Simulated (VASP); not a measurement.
# Pt (I4/mmm) in VASP: a series of runs

Pt is run at these levels: PBEsol; tasks: single point.

Program: VASP 6.6.1. These are calculated values, not measurements. Logs are shortened: lines on timing, memory, paths and dates and some standing lists are left out, and cuts for length are marked.

### 1 The cell of the first run

Symmetry: I4/mmm, No. 139, tetragonal system. Conventional cell: a = 3.074 Å, b = 3.074 Å, c = 3.168 Å, α = 90.00°, β = 90.00°, γ = 90.00°. Pt (site symmetry 4/mmm) has 14 Pt at 2.69 to 3.17 Å within 3.5 Å.

### 2 Single point, PBEsol (strain -0.015 along x and y, +0.015 along z)

INCAR

```
PREC     = Accurate       # precision mode
ENCUT    = 520            # plane-wave cutoff, eV
EDIFF    = 1E-7           # SCF threshold, eV
ISMEAR   = 0              # smearing method
SIGMA    = 0.15           # smearing width, eV
LREAL    = False          # projectors in reciprocal space
LASPH    = True           # aspherical terms in the spheres
NELM     = 100            # most SCF steps
ALGO     = Fast           # electronic algorithm
ISIF     = 2              # what is computed and relaxed
LWAVE    = False          # write WAVECAR
LCHARG   = False          # write CHGCAR
GGA      = PS             # functional
NBANDS   = 11             # bands
```

KPOINTS

```
regular mesh
0
Gamma
  26 26 26
```

POSCAR

```
Pt
1.0
   -1.5370635422      1.5370635422      1.5838776602
    1.5370635422     -1.5370635422      1.5838776602
    1.5370635422      1.5370635422     -1.5838776602
Pt
1
Direct
    0.0000000000      0.0000000000      0.0000000000
```

Potentials or basis: VASP PAW PBE potentials, release 64 (Pt).

Command:

```
$ cat potpaw_PBE.64/Pt/POTCAR > POTCAR
$ mpirun -np 1 vasp_std > vasp.out
```

OUTCAR:

```text
PREC = Accurate
   ENCUT = 520
   EDIFF = 1E-7
   ISMEAR = 0
   LREAL = False
   LASPH = True
   NELM = 100
   ISIF = 2
   GGA = PS

 ion  position               nearest neighbor table
   1  0.000  0.000  0.000-

  LATTYP: Found a body centered tetragonal cell.
 ALAT       =     3.0741270844
 C/A-ratio  =     1.0304568528

  Lattice vectors:

 A1 = (  -1.5370635422,   1.5370635422,   1.5838776602)
 A2 = (   1.5370635422,  -1.5370635422,   1.5838776602)
 A3 = (   1.5370635422,   1.5370635422,  -1.5838776602)

Analysis of symmetry for initial positions (statically):
=====================================================================
 Subroutine PRICEL returns:
 Original cell was already a primitive cell.

 Routine SETGRP: Setting up the symmetry group for a
 body centered tetragonal supercell.

 Subroutine GETGRP returns: Found 16 space group operations
 (whereof 16 operations were pure point group operations)
 out of a pool of 16 trial point group operations.

The static configuration has the point symmetry D_4h.

Analysis of symmetry for dynamics (positions and initial velocities):
=====================================================================
 Subroutine PRICEL returns:
 Original cell was already a primitive cell.

 Routine SETGRP: Setting up the symmetry group for a
 body centered tetragonal supercell.

 Subroutine GETGRP returns: Found 16 space group operations
 (whereof 16 operations were pure point group operations)
 out of a pool of 16 trial point group operations.

The dynamic configuration has the point symmetry D_4h.

 Subroutine INISYM returns: Found 16 space group operations
 (whereof 16 operations are pure point group operations),
 and found     1 'primitive' translations

----------------------------------------------------------------------------------------

                                     Primitive cell

  volume of cell :      14.9681

  direct lattice vectors                    reciprocal lattice vectors
    -1.537063542  1.537063542  1.583877660     0.000000000  0.325295595  0.315680947
     1.537063542 -1.537063542  1.583877660     0.325295595  0.000000000  0.315680947
     1.537063542  1.537063542 -1.583877660     0.325295595  0.325295595  0.000000000

  length of vectors
     2.689571919  2.689571919  2.689571919     0.453289846  0.453289846  0.460037443

  position of ions in fractional coordinates (direct lattice)
     0.000000000  0.000000000  0.000000000

  ion indices of the primitive-cell ions
   primitive index   ion index
                 1           1

----------------------------------------------------------------------------------------

 KPOINTS: regular mesh

Automatic generation of k-mesh.
 Grid dimensions read from file:
 generate k-points for:   26   26   26

 Generating k-lattice:

  Cartesian coordinates                     Fractional coordinates (reciprocal lattice)
     0.000000000  0.012511369  0.012141575     0.038461538  0.000000000  0.000000000
     0.012511369  0.000000000  0.012141575     0.000000000  0.038461538  0.000000000
     0.012511369  0.012511369  0.000000000     0.000000000  0.000000000  0.038461538

  Length of vectors
     0.017434225  0.017434225  0.017693748

  Shift w.r.t. Gamma in fractional coordinates (k-lattice)
     0.000000000  0.000000000  0.000000000

 Subroutine IBZKPT returns following result:
 ===========================================

 Found   1330 irreducible k-points:

 Following reciprocal coordinates:
            Coordinates               Weight
  0.000000  0.000000  0.000000      1.000000
  0.038462 -0.000000  0.000000      8.000000
  0.076923 -0.000000  0.000000      8.000000
  0.115385 -0.000000  0.000000      8.000000
  0.153846  0.000000  0.000000      8.000000
  0.192308 -0.000000  0.000000      8.000000
[... 16 lines left out ...]
  0.346154  0.038462  0.000000     16.000000
  0.384615  0.038462  0.000000     16.000000
 [... further k-points ...]
   k-points           NKPTS =   1330   k-points in BZ     NKDIM =   1330   number of bands    NBANDS=     11
   number of dos      NEDOS =    301   number of ions     NIONS =      1
   total plane-waves  NPLWV =   8000
   dimension x,y,z NGX =    20 NGY =   20 NGZ =   20
   dimension x,y,z NGXF=    40 NGYF=   40 NGZF=   40
   ions per type =               1
   NGX,Y,Z   is equivalent  to a cutoff of  12.36, 12.36, 12.36 a.u.
   NGXF,Y,Z  is equivalent  to a cutoff of  24.72, 24.72, 24.72 a.u.
 SYSTEM =  unknown system
   PREC   = accura    normal or accurate (medium, high low for compatibility)
   ISTART =      0    job   : 0-new  1-cont  2-samecut
   ICHARG =      2    charge: 1-file 2-atom 10-const
   ISPIN  =      1    spin polarized calculation?
   LNONCOLLINEAR =      F non collinear calculations
   LSORBIT =      F    spin-orbit coupling
   LASPH  =      T    aspherical Exc in radial PAW
   ENCUT  =  520.0 eV  38.22 Ry    6.18 a.u.   5.00  5.00  5.00*2*pi/ulx,y,z
   NELM   =    100;   NELMIN=  2; NELMDL= -5     # of ELM steps
   EDIFF  = 0.1E-06   stopping-criterion for ELM
   LREAL  =      F    real-space projection
   EDIFFG = 0.1E-05   stopping-criterion for IOM
   NSW    =      0    number of steps for IOM
   IBRION =     -1    ionic relax: 0-MD 1-quasi-New 2-CG
   NFREE  =      0    steps in history (QN), initial steepest desc. (CG)
   ISIF   =      2    stress and relaxation
   ISYM   =      2    0-nonsym 1-usesym 2-fastsym
   POTIM  = 0.5000    time-step for ionic-motion
   TEBEG  =    0.0;   TEEND  =   0.0 temperature during run
   PSTRESS=    0.0 pullay stress
   NELECT =      10.0000    total number of electrons
   NUPDOWN=      -1.0000    fix difference up-down
   EMIN   =  10.00;   EMAX   =-10.00  energy-range for DOS
   EFERMI =   0.00;   METHOD = LEGACY
   ISMEAR =     0;   SIGMA  =   0.15  broadening in eV -4-tet -1-fermi 0-gaus
   EFERMI_NEDOS =   21; number of points for ismear=-14 and -15
   IALGO  =     68    algorithm
   IMIX   =      4    mixing-type and parameters
     AMIX     =   0.40;   BMIX     =  1.00
     AMIX_MAG =   1.60;   BMIX_MAG =  1.00
  volume/ion in A,a.u.               =      14.97       101.01
  Fermi-wavevector in a.u.,A,eV,Ry     =   1.431154  2.704489 27.867482  2.048202
  Thomas-Fermi vector in A             =   2.550922
   LORBIT       =      0    0 simple, 1 ext, 2 COOP (PROOUT), +10 PAW based schemes
   GGA     = PS    functional components
   LHFCALC =     F    Hartree Fock is set to
   AEXX    =    0.0000 exact exchange contribution
   IVDW    =     0    specifies the selected vdW correction
   LEPSILON=     F    determine dielectric tensor
   LRPA    =     F    only Hartree local field effects (RPA)
 non-spin polarized calculation
 RMM-DIIS sequential band-by-band and
 Gauss-broadening in eV      SIGMA  =   0.15
  energy-cutoff  :      520.00
  volume of cell :       14.97
 maximum number of plane-waves:       415
   NGX =  9   NGY =  9   NGZ =  9

 number of electron      10.0000000 magnetization

 Free energy of the ion-electron system (eV)
  ---------------------------------------------------
  ext. energy  EPLUGINS =         0.00000000
  ---------------------------------------------------
  free energy    TOTEN  =        -6.85814574 eV

  energy without entropy =       -6.84888110  energy(sigma->0) =       -6.85351342

 E-fermi :  11.0276     XC(G=0): -13.6656

 val. band max:       11.0258266884   @ k =  -0.3077  -0.4615   0.1538
 cond. band min:      11.0282304777   @ k =  -0.2692   0.2692   0.1923
 fundamental gap:      0.0024037893
 Fermi energy:        11.0276002848

 k-point     1 :       0.0000    0.0000    0.0000
  band No.  band energies     occupation
      1       0.8724      2.00000
      2       7.1358      2.00000
      3       7.1358      2.00000
      4       7.4055      2.00000
      5       9.7534      2.00000
      6      10.1021      2.00000
      7      27.6900      0.00000
      8      28.2742      0.00000
      9      28.2742      0.00000
     10      38.5338      0.00000
     11      38.5885      0.00000

 k-point     2 :       0.0385   -0.0000    0.0000
  band No.  band energies     occupation
      1       0.9356      2.00000
      2       7.1369      2.00000
      3       7.1457      2.00000
      4       7.4219      2.00000
      5       9.7283      2.00000
      6      10.0914      2.00000
      7      27.7521      0.00000
      8      28.3159      0.00000
      9      28.3689      0.00000
     10      37.1763      0.00000
     11      38.2038      0.00000

 k-point     3 :       0.0769   -0.0000    0.0000
  band No.  band energies     occupation
      1       1.1229      2.00000
      2       7.1258      2.00000
      3       7.1379      2.00000
      4       7.5218      2.00000
      5       9.6545      2.00000
      6      10.0690      2.00000
      7      27.9104      0.00000
      8      28.4145      0.00000
      9      28.6496      0.00000
     10      35.8754      0.00000
     11      36.9322      0.00000

 k-point     4 :       0.1154   -0.0000    0.0000
  band No.  band energies     occupation
      1       1.4260      2.00000
      2       7.0354      2.00000
      3       7.1341      2.00000
      4       7.7490      2.00000
      5       9.5465      2.00000
      6      10.0504      2.00000
      7      28.0818      0.00000
      8      28.4728      0.00000
      9      29.1073      0.00000
     10      34.8102      0.00000
     11      35.6367      0.00000

 k-point     5 :       0.1538    0.0000    0.0000
  band No.  band energies     occupation
      1       1.8291      2.00000
      2       6.8965      2.00000
      3       7.1231      2.00000
      4       8.0852      2.00000
      5       9.4377      2.00000
      6      10.0427      2.00000
      7      28.1348      0.00000
      8      28.2873      0.00000
      9      29.7273      0.00000
     10      34.1303      0.00000
     11      34.6013      0.00000
[... 211 lines left out ...]
 k-point    21 :       0.2692    0.0385    0.0000
  band No.  band energies     occupation
      1       3.4988      2.00000
      2       6.2950      2.00000
      3       7.3709      2.00000
      4       9.3952      2.00000
      5       9.9440      2.00000
      6      10.1203      2.00000
      7      24.2481      0.00000
      8      26.5645      0.00000
      9      31.5698      0.00000
     10      32.7761      0.00000
     11      35.4201      0.00000

 k-point    22 :       0.3077    0.0385    0.0000
  band No.  band energies     occupation
      1       3.7711      2.00000
      2       6.1367      2.00000
      3       7.8034      2.00000
      4       9.4978      2.00000
      5      10.1405      2.00000
      6      10.5713      1.99998
      7      22.6625      0.00000
      8      25.9178      0.00000
      9      30.4752      0.00000
     10      33.7207      0.00000
     11      35.6419      0.00000

 k-point    23 :       0.3462    0.0385    0.0000
  band No.  band energies     occupation
      1       3.8991      2.00000
      2       6.0010      2.00000
      3       8.4221      2.00000
      4       9.6098      2.00000
      5      10.2137      2.00000
      6      11.1629      0.20205
      7      21.1063      0.00000
      8      25.3479      0.00000
      9      29.3816      0.00000
     10      34.7273      0.00000
     11      35.7577      0.00000

 k-point    24 :       0.3846    0.0385    0.0000
  band No.  band energies     occupation
      1       3.9326      2.00000
      2       5.8938      2.00000
      3       9.0811      2.00000
      4       9.7229      2.00000
      5      10.3508      2.00000
      6      11.7021      0.00000
      7      19.6681      0.00000
      8      24.8938      0.00000
      9      28.4525      0.00000
     10      35.4916      0.00000
     11      35.7050      0.00000

 [... further k-points ...]
[... 5 lines left out ...]
  --------------------------------------------------------------------------------------
  -------------------------------------------------------------------------------------
  Total        0.2949346      0.2949346      0.5721334      0.0000000      0.0000000      0.0000000
  in kB       31.5697414     31.5697414     61.2410504      0.0000000      0.0000000      0.0000000
  external PRESSURE =      41.4601777 kB  Pullay stress =       0.0000000 kB

 VOLUME and BASIS-vectors are now :
 -----------------------------------------------------------------------------
  energy-cutoff  :      520.00
  volume of cell :       14.97
      direct lattice vectors                 reciprocal lattice vectors
    -1.537063542  1.537063542  1.583877660     0.000000000  0.325295595  0.315680947
     1.537063542 -1.537063542  1.583877660     0.325295595  0.000000000  0.315680947
     1.537063542  1.537063542 -1.583877660     0.325295595  0.325295595  0.000000000

 POSITION                                       TOTAL-FORCE (eV/Angst)
 -----------------------------------------------------------------------------------
      0.00000      0.00000      0.00000         0.000000     -0.000000      0.000000
 -----------------------------------------------------------------------------------
    total drift:                                0.000000      0.000000      0.000000

  FREE ENERGIE OF THE ION-ELECTRON SYSTEM (eV)
  ---------------------------------------------------
  free  energy   TOTEN  =        -6.8581457394 eV

  energy  without entropy=       -6.8488811007  energy(sigma->0) =       -6.85351342
```

Run time: 2.9 min. Hardware: 1 thread of Intel Xeon Platinum 8259CL at 2.50GHz (Skylake/Cascade Lake), shared host; peak memory 0.32 GiB.

Results:

* Free energy: -6.8581 eV
* Pressure: 4.1 GPa
* Band gap on the k mesh: zero (band 5 reaches 12.19 eV, above the bottom of band 6 at 9.79 eV)

Caveat: the cell differs from its parent crystal (strain -0.015 along x and y, +0.015 along z); the PAW data sets were made with another functional, which shifts forces and pressure a little; spin-orbit coupling is left out, which moves the levels of the heavy elements.

### 3 Single point, PBEsol (strain -0.015 along x and y, +0.030 along z)

INCAR

```
ALGO = Fast
EDIFF = 1E-7
ENCUT = 520
GGA = PS
ISIF = 2
ISMEAR = 0
LASPH = True
LCHARG = False
LREAL = False
LWAVE = False
NBANDS = 11
NELM = 60
PREC = Accurate
SIGMA = 0.15
```

KPOINTS

```
k-points
0
Gamma
  26 26 26
```

POSCAR

```
Pt
1.0
   -1.5370635422      1.5370635422      1.6072847192
    1.5370635422     -1.5370635422      1.6072847192
    1.5370635422      1.5370635422     -1.6072847192
Pt
1
Direct
    0.0000000000      0.0000000000      0.0000000000
```

Potentials or basis: VASP PAW PBE potentials, release 64 (Pt).

Command:

```
$ cat potpaw_PBE.64/Pt/POTCAR > POTCAR
$ mpirun -np 1 vasp_std > vasp.out
```

Run time: 3 min. Hardware: 1 thread of Intel Xeon Platinum 8259CL at 2.50GHz (Skylake/Cascade Lake), shared host; peak memory 0.32 GiB.

Results (log left out):

* Free energy: -6.8642 eV
* Pressure: -0.2 GPa
* Band gap on the k mesh: zero (band 5 reaches 11.89 eV, above the bottom of band 6 at 9.56 eV)

Stress tensor (GPa, compression positive):
```
-1.50  0.00  0.00
 0.00 -1.50  0.00
 0.00  0.00  2.50
```

Levels at points of the mesh, in eV from the Fermi level:
```tsv
k point	band 1	band 2	band 3	band 4	band 5	band 6	band 7	band 8	band 9	band 10
(0.00, 0.00, 0.00)	-10.00	-3.84	-3.84	-3.46	-1.34	-0.84	16.50	17.35	17.35	26.84
(0.50, 0.00, 0.00)	-7.02	-5.10	-1.52	-0.69	-0.04	1.07	6.46	13.38	16.49	23.70
(0.50, 0.50, 0.00)	-6.97	-5.52	-0.92	-0.56	0.26	1.17	6.86	12.90	15.40	24.49
(0.50, 0.50, 0.50)	-6.52	-6.49	0.46	0.60	0.60	6.78	8.14	8.14	13.19	19.12
```

Caveat: the cell differs from its parent crystal (strain -0.015 along x and y, +0.030 along z); the PAW data sets were made with another functional, which shifts forces and pressure a little; spin-orbit coupling is left out, which moves the levels of the heavy elements.

### 4 Single point, PBEsol (strain +0.015 along x and y, -0.030 along z)

INCAR

```
SYSTEM = Pt
  ALGO = Fast
  EDIFF = 1E-6
  ENCUT = 520
  GGA = PS
  ISIF = 2
  ISMEAR = 0
  LASPH = .TRUE.
  LCHARG = .FALSE.
  LREAL = .FALSE.
  LWAVE = .FALSE.
  NBANDS = 11
  NELM = 60
  PREC = Accurate
  SIGMA = 0.15
```

KPOINTS

```
k-points
0
G
  26 26 26
  0 0 0
```

POSCAR

```
Pt
1.0
   -1.5838776602      1.5838776602      1.5136564832
    1.5838776602     -1.5838776602      1.5136564832
    1.5838776602      1.5838776602     -1.5136564832
Pt
1
Direct
    0.0000000000      0.0000000000      0.0000000000
```

Command:

```
$ cat potpaw_PBE.64/Pt/POTCAR > POTCAR
$ mpirun -np 1 vasp_std > vasp.out
```

Wall time 2.4 min (1 thread of Intel Xeon Platinum 8259CL at 2.50GHz (Skylake/Cascade Lake), shared host); peak memory 0.32 GiB.

It converged, with:

* Free energy: -6.8651 eV
* Pressure: -0.2 GPa
* Band gap on the k mesh: zero (band 5 reaches 11.85 eV, above the bottom of band 6 at 9.57 eV)

Stress tensor (GPa, compression positive):
```
 1.42  0.00  0.00
 0.00  1.42  0.00
 0.00  0.00 -3.34
```

Levels at points of the mesh, in eV from the Fermi level:
```tsv
k point	band 2	band 3	band 4	band 5	band 6	band 7	band 8	band 9
(0.00, 0.00, 0.00)	-3.99	-3.58	-3.58	-1.37	-0.82	16.75	16.75	17.69
(0.50, 0.00, 0.00)	-5.39	-1.19	-0.53	0.16	1.13	6.73	13.05	15.75
(0.50, 0.50, 0.00)	-4.94	-1.63	-0.86	-0.15	1.05	6.32	13.56	16.88
(0.50, 0.50, 0.50)	-6.50	0.51	0.51	0.65	7.21	7.21	8.62	13.20
```

Caveat: the cell differs from its parent crystal (strain +0.015 along x and y, -0.030 along z); the PAW data sets were made with another functional, which shifts forces and pressure a little; spin-orbit coupling is left out, which moves the levels of the heavy elements.

### 5 Overview

```csv
cell,further INCAR settings,gap on the mesh (eV),pressure (GPa)
"a = 2.690 Å, angles 110.3, 110.3, 107.8°, 1 atom",ALGO = Fast; EDIFF = 1e-07; NBANDS = 11,none,4.1
"a = 2.703 Å, angles 110.7, 110.7, 107.0°, 1 atom",ALGO = Fast; EDIFF = 1e-07; NBANDS = 11,none,-0.2
"a = 2.703 Å, angles 108.3, 108.3, 111.9°, 1 atom",ALGO = Fast; EDIFF = 1e-06; NBANDS = 11,none,-0.2
```

Alike in all rows: task single point; level PBEsol; potentials or basis VASP PAW PBE potentials, release 64 (Pt); no spin polarisation; k mesh 26 × 26 × 26; cutoff (eV) 520; smearing gaussian 0.15 eV.

Caveats: the PAW data sets were made with another functional, which shifts forces and pressure a little; spin-orbit coupling is left out, which moves the levels of the heavy elements.

Total energies depend on the potentials used, so only differences within one code and one set of settings carry meaning.
